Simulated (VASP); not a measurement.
# CaO (I-4m2) in VASP: settings compared

Aim: see how the results for CaO move with the level of theory and the settings. Levels: PBE, r2SCAN. Tasks: single point.

Program: VASP 6.6.1. These are calculated values, not measurements. Logs are shortened: lines on timing, memory, paths and dates and some standing lists are left out, and cuts for length are marked.

## 1. The cell of the first run

The structure is tetragonal, space group I-4m2 (No. 119). Conventional cell: a = 3.495 Å, b = 3.495 Å, c = 5.592 Å, α = 90.00°, β = 90.00°, γ = 90.00°. Within 3.0 Å of Ca (site symmetry -4m2) lie 4 O at 2.24 Å. Within 3.0 Å of O (site symmetry -4m2) lie 4 Ca at 2.24 Å.

## 2. Single point, PBE (epitaxial xy strain -5.2%)

INCAR reads:

```
SYSTEM = CaO
PREC = Accurate ; ENCUT = 520
EDIFF = 1E-6 ; ISMEAR = -1
SIGMA = 0.02 ; LREAL = .False.
LASPH = .True. ; NELM = 60
ALGO = Normal ; ISIF = 2
LWAVE = .False. ; LCHARG = .False.
GGA = PE ; NBANDS = 15
```

KPOINTS reads:

```
regular mesh
0
Gamma
  8 8 8
  0 0 0
```

POSCAR reads:

```
CaO
1.0
    0.0000000000      2.4711816910      2.7957592550
    2.4711816910      0.0000000000      2.7957592550
    2.4711816910      2.4711816910      0.0000000000
Ca O
1 1
Direct
    0.0000000000      0.0000000000      0.0000000000
    0.2500000000      0.2500000000      0.2500000000
```

Potentials or basis: VASP PAW PBE potentials, release 64 (Ca_sv, O).

On the command line:

```console
cat potpaw_PBE.64/Ca_sv/POTCAR potpaw_PBE.64/O/POTCAR > POTCAR
mpirun -np 1 vasp_std > vasp.out
```

OUTCAR:

```text
SYSTEM = CaO
   PREC = Accurate
   ENCUT = 520
   EDIFF = 1E-6
   ISMEAR = -1
   LREAL = .False.
   LASPH = .True.
   NELM = 60
   ISIF = 2
   GGA = PE

 ion  position               nearest neighbor table
   1  0.000  0.000  0.000-   2 2.24   2 2.24   2 2.24   2 2.24
   2  0.250  0.250  0.250-   1 2.24   1 2.24   1 2.24   1 2.24

  LATTYP: Found a body centered tetragonal cell.
 ALAT       =     3.4947786625
 C/A-ratio  =     1.5999635599

  Lattice vectors:

 A1 = (  -2.4711816910,   0.0000000000,   2.7957592550)
 A2 = (   2.4711816910,   0.0000000000,   2.7957592550)
 A3 = (   0.0000000000,   2.4711816910,  -2.7957592550)

Analysis of symmetry for initial positions (statically):
=====================================================================
 Subroutine PRICEL returns:
 Original cell was already a primitive cell.

 Routine SETGRP: Setting up the symmetry group for a
 body centered tetragonal supercell.

 Subroutine GETGRP returns: Found  8 space group operations
 (whereof  8 operations were pure point group operations)
 out of a pool of 16 trial point group operations.

The static configuration has the point symmetry D_2d.

Analysis of symmetry for dynamics (positions and initial velocities):
=====================================================================
 Subroutine PRICEL returns:
 Original cell was already a primitive cell.

 Routine SETGRP: Setting up the symmetry group for a
 body centered tetragonal supercell.

 Subroutine GETGRP returns: Found  8 space group operations
 (whereof  8 operations were pure point group operations)
 out of a pool of 16 trial point group operations.

The dynamic configuration has the point symmetry D_2d.

 Subroutine INISYM returns: Found  8 space group operations
 (whereof  8 operations are pure point group operations),
 and found     1 'primitive' translations

----------------------------------------------------------------------------------------

                                     Primitive cell

  volume of cell :      34.1459

  direct lattice vectors                    reciprocal lattice vectors
     0.000000000  2.471181691  2.795759255    -0.202332350  0.202332350  0.178842294
     2.471181691  0.000000000  2.795759255     0.202332350 -0.202332350  0.178842294
     2.471181691  2.471181691  0.000000000     0.202332350  0.202332350 -0.178842294

  length of vectors
     3.731354816  3.731354816  3.494778663     0.337433440  0.337433440  0.337433440

  position of ions in fractional coordinates (direct lattice)
     0.000000000  0.000000000  0.000000000
     0.250000000  0.250000000  0.250000000

  ion indices of the primitive-cell ions
   primitive index   ion index
                 1           1
                 2           2

----------------------------------------------------------------------------------------

 KPOINTS: regular mesh

Automatic generation of k-mesh.
 Grid dimensions read from file:
 generate k-points for:    8    8    8

 Generating k-lattice:

  Cartesian coordinates                     Fractional coordinates (reciprocal lattice)
    -0.025291544  0.025291544  0.022355287     0.125000000 -0.000000000  0.000000000
     0.025291544 -0.025291544  0.022355287    -0.000000000  0.125000000  0.000000000
     0.025291544  0.025291544 -0.022355287     0.000000000  0.000000000  0.125000000

  Length of vectors
     0.042179180  0.042179180  0.042179180

  Shift w.r.t. Gamma in fractional coordinates (k-lattice)
     0.000000000  0.000000000  0.000000000

 Subroutine IBZKPT returns following result:
 ===========================================

 Found     59 irreducible k-points:

 Following reciprocal coordinates:
            Coordinates               Weight
  0.000000  0.000000  0.000000      1.000000
  0.125000  0.000000  0.000000      8.000000
  0.250000  0.000000  0.000000      8.000000
  0.375000  0.000000  0.000000      8.000000
  0.500000  0.000000  0.000000      4.000000
  0.125000  0.125000  0.000000      2.000000
[... 16 lines left out ...]
  0.250000  0.000000  0.125000     16.000000
  0.375000  0.000000  0.125000     16.000000
 [... further k-points ...]
   k-points           NKPTS =     59   k-points in BZ     NKDIM =     59   number of bands    NBANDS=     15
   number of dos      NEDOS =    301   number of ions     NIONS =      2
   total plane-waves  NPLWV =  21952
   dimension x,y,z NGX =    28 NGY =   28 NGZ =   28
   dimension x,y,z NGXF=    56 NGYF=   56 NGZF=   56
   ions per type =               1   1
   NGX,Y,Z   is equivalent  to a cutoff of  12.48, 12.48, 13.32 a.u.
   NGXF,Y,Z  is equivalent  to a cutoff of  24.95, 24.95, 26.64 a.u.
 SYSTEM =  CaO
   PREC   = accura    normal or accurate (medium, high low for compatibility)
   ISTART =      0    job   : 0-new  1-cont  2-samecut
   ICHARG =      2    charge: 1-file 2-atom 10-const
   ISPIN  =      1    spin polarized calculation?
   LNONCOLLINEAR =      F non collinear calculations
   LSORBIT =      F    spin-orbit coupling
   LASPH  =      T    aspherical Exc in radial PAW
   ENCUT  =  520.0 eV  38.22 Ry    6.18 a.u.   6.94  6.94  6.50*2*pi/ulx,y,z
   NELM   =     60;   NELMIN=  2; NELMDL= -5     # of ELM steps
   EDIFF  = 0.1E-05   stopping-criterion for ELM
   LREAL  =      F    real-space projection
   EDIFFG = 0.1E-04   stopping-criterion for IOM
   NSW    =      0    number of steps for IOM
   IBRION =     -1    ionic relax: 0-MD 1-quasi-New 2-CG
   NFREE  =      0    steps in history (QN), initial steepest desc. (CG)
   ISIF   =      2    stress and relaxation
   ISYM   =      2    0-nonsym 1-usesym 2-fastsym
   POTIM  = 0.5000    time-step for ionic-motion
   TEBEG  =    0.0;   TEEND  =   0.0 temperature during run
   PSTRESS=    0.0 pullay stress
   NELECT =      16.0000    total number of electrons
   NUPDOWN=      -1.0000    fix difference up-down
   EMIN   =  10.00;   EMAX   =-10.00  energy-range for DOS
   EFERMI =   0.00;   METHOD = LEGACY
   ISMEAR =    -1;   SIGMA  =   0.02  broadening in eV -4-tet -1-fermi 0-gaus
   EFERMI_NEDOS =   21; number of points for ismear=-14 and -15
   IALGO  =     38    algorithm
   IMIX   =      4    mixing-type and parameters
     AMIX     =   0.40;   BMIX     =  1.00
     AMIX_MAG =   1.60;   BMIX_MAG =  1.00
  volume/ion in A,a.u.               =      17.07       115.21
  Fermi-wavevector in a.u.,A,eV,Ry     =   1.271555  2.402890 21.998605  1.616852
  Thomas-Fermi vector in A             =   2.404482
   LORBIT       =      0    0 simple, 1 ext, 2 COOP (PROOUT), +10 PAW based schemes
   GGA     = PE    functional components
   LHFCALC =     F    Hartree Fock is set to
   AEXX    =    0.0000 exact exchange contribution
   IVDW    =     0    specifies the selected vdW correction
   LEPSILON=     F    determine dielectric tensor
   LRPA    =     F    only Hartree local field effects (RPA)
 non-spin polarized calculation
  energy-cutoff  :      520.00
  volume of cell :       34.15
 maximum number of plane-waves:       938
   NGX = 13   NGY = 13   NGZ = 13

 number of electron      15.9999999 magnetization

 Free energy of the ion-electron system (eV)
  ---------------------------------------------------
  ext. energy  EPLUGINS =         0.00000000
  ---------------------------------------------------
  free energy    TOTEN  =       -12.38752197 eV

  energy without entropy =      -12.38752197  energy(sigma->0) =      -12.38752197

 E-fermi :   1.2868     XC(G=0):  -9.2155

 val. band max:        0.8048607902   @ k =   0.5000   0.5000   0.0000
 cond. band min:       4.0977060579   @ k =   0.0000   0.0000   0.0000
 fundamental gap:      3.2928452677
 Fermi energy:         1.2868167289

 k-point     1 :       0.0000    0.0000    0.0000
  band No.  band energies     occupation
      1     -36.3968      2.00000
      2     -17.3325      2.00000
      3     -17.3325      2.00000
      4     -17.3053      2.00000
      5     -14.1800      2.00000
      6      -0.0623      2.00000
      7       0.0758      2.00000
      8       0.0758      2.00000
      9       4.0977      0.00000
     10       8.2191      0.00000
     11       9.1996      0.00000
     12       9.6555      0.00000
     13      10.7759      0.00000
     14      10.7759      0.00000
     15      17.0125      0.00000

 k-point     2 :       0.1250    0.0000    0.0000
  band No.  band energies     occupation
      1     -36.3888      2.00000
      2     -17.4657      2.00000
      3     -17.3370      2.00000
      4     -17.3259      2.00000
      5     -14.0431      2.00000
      6      -0.1852      2.00000
      7       0.0435      2.00000
      8       0.1329      2.00000
      9       4.6563      0.00000
     10       8.1054      0.00000
     11       8.9656      0.00000
     12       9.7610      0.00000
     13      10.6738      0.00000
     14      10.8680      0.00000
     15      15.9467      0.00000

 k-point     3 :       0.2500    0.0000    0.0000
  band No.  band energies     occupation
      1     -36.3695      2.00000
      2     -17.7610      2.00000
      3     -17.3591      2.00000
      4     -17.3480      2.00000
      5     -13.7630      2.00000
      6      -0.4068      2.00000
      7       0.0954      2.00000
      8       0.2663      2.00000
      9       5.7913      0.00000
     10       8.0815      0.00000
     11       8.6609      0.00000
     12       9.6196      0.00000
     13      10.6508      0.00000
     14      10.8063      0.00000
     15      13.9437      0.00000

 k-point     4 :       0.3750    0.0000    0.0000
  band No.  band energies     occupation
      1     -36.3501      2.00000
      2     -18.0157      2.00000
      3     -17.3913      2.00000
      4     -17.3588      2.00000
      5     -13.5347      2.00000
      6      -0.4269      2.00000
      7       0.1266      2.00000
      8       0.3917      2.00000
      9       6.6537      0.00000
     10       8.3245      0.00000
     11       8.6257      0.00000
     12       9.2702      0.00000
     13      10.4529      0.00000
     14      10.5834      0.00000
     15      12.9170      0.00000
[... 307 lines left out ...]
 k-point    22 :       0.1250    0.0000    0.1250
  band No.  band energies     occupation
      1     -36.3849      2.00000
      2     -17.4912      2.00000
      3     -17.3690      2.00000
      4     -17.3213      2.00000
      5     -14.0076      2.00000
      6      -0.2286      2.00000
      7      -0.0365      2.00000
      8       0.1924      2.00000
      9       4.8983      0.00000
     10       8.2883      0.00000
     11       8.7255      0.00000
     12       9.7633      0.00000
     13      10.7023      0.00000
     14      10.8529      0.00000
     15      16.5402      0.00000

 k-point    23 :       0.2500    0.0000    0.1250
  band No.  band energies     occupation
      1     -36.3685      2.00000
      2     -17.7163      2.00000
      3     -17.3932      2.00000
      4     -17.3471      2.00000
      5     -13.7866      2.00000
      6      -0.4589      2.00000
      7       0.0505      2.00000
      8       0.2989      2.00000
      9       5.8427      0.00000
     10       7.9713      0.00000
     11       8.6705      0.00000
     12       9.7936      0.00000
     13      10.5653      0.00000
     14      10.9228      0.00000
     15      14.7699      0.00000

 k-point    24 :       0.3750    0.0000    0.1250
  band No.  band energies     occupation
      1     -36.3492      2.00000
      2     -17.9634      2.00000
      3     -17.4168      2.00000
      4     -17.3803      2.00000
      5     -13.5501      2.00000
      6      -0.4812      2.00000
      7       0.1267      2.00000
      8       0.3797      2.00000
      9       6.6155      0.00000
     10       7.8528      0.00000
     11       8.7578      0.00000
     12       9.6657      0.00000
     13      10.5098      0.00000
     14      10.8317      0.00000
     15      13.3543      0.00000

 [... further k-points ...]
[... 5 lines left out ...]
  --------------------------------------------------------------------------------------
  -------------------------------------------------------------------------------------
  Total        1.1711689      1.1711689      0.4453484      0.0000000     -0.0000000     -0.0000000
  in kB       54.9529488     54.9529488     20.8963954      0.0000000     -0.0000000     -0.0000000
  external PRESSURE =      43.6007644 kB  Pullay stress =       0.0000000 kB

 VOLUME and BASIS-vectors are now :
 -----------------------------------------------------------------------------
  energy-cutoff  :      520.00
  volume of cell :       34.15
      direct lattice vectors                 reciprocal lattice vectors
     0.000000000  2.471181691  2.795759255    -0.202332350  0.202332350  0.178842294
     2.471181691  0.000000000  2.795759255     0.202332350 -0.202332350  0.178842294
     2.471181691  2.471181691  0.000000000     0.202332350  0.202332350 -0.178842294

 POSITION                                       TOTAL-FORCE (eV/Angst)
 -----------------------------------------------------------------------------------
      0.00000      0.00000      0.00000        -0.000000     -0.000000      0.000000
      1.23559      1.23559      1.39788         0.000000      0.000000     -0.000000
 -----------------------------------------------------------------------------------
    total drift:                                0.000000      0.000000      0.000000

  FREE ENERGIE OF THE ION-ELECTRON SYSTEM (eV)
  ---------------------------------------------------
  free  energy   TOTEN  =       -12.3875219677 eV

  energy  without entropy=      -12.3875219677  energy(sigma->0) =      -12.38752197
```

It took 27 s on 1 thread of Intel Xeon Platinum 8259CL at 2.50GHz (Skylake/Cascade Lake), shared host; peak memory 0.17 GiB.

What came out:

| Quantity | Value |
| --- | --- |
| Free energy | -12.3875 eV |
| Pressure | 4.4 GPa |
| Band gap on the k mesh | 3.29 eV, indirect (least direct gap 4.02 eV) |

Levels at points of the mesh, in eV from the valence-band top:
```
           k point  band 5  band 6  band 7  band 8  band 9  band 10  band 11  band 12
(0.00, 0.00, 0.00)  -14.98   -0.87   -0.73   -0.73    3.29     7.41     8.39     8.85
(0.50, 0.00, 0.00)  -14.26   -1.18   -0.68   -0.36    6.11     7.73     7.91     8.22
(0.50, 0.50, 0.00)  -13.91   -1.68    0.00    0.00    4.60     6.31     9.07     9.29
(0.50, 0.00, 0.50)  -14.10   -1.62   -0.27   -0.18    5.04     6.46     9.16     9.25
```

Caveat: the cell differs from its parent crystal (epitaxial xy strain -5.2%).

[end of part 1 of 2]
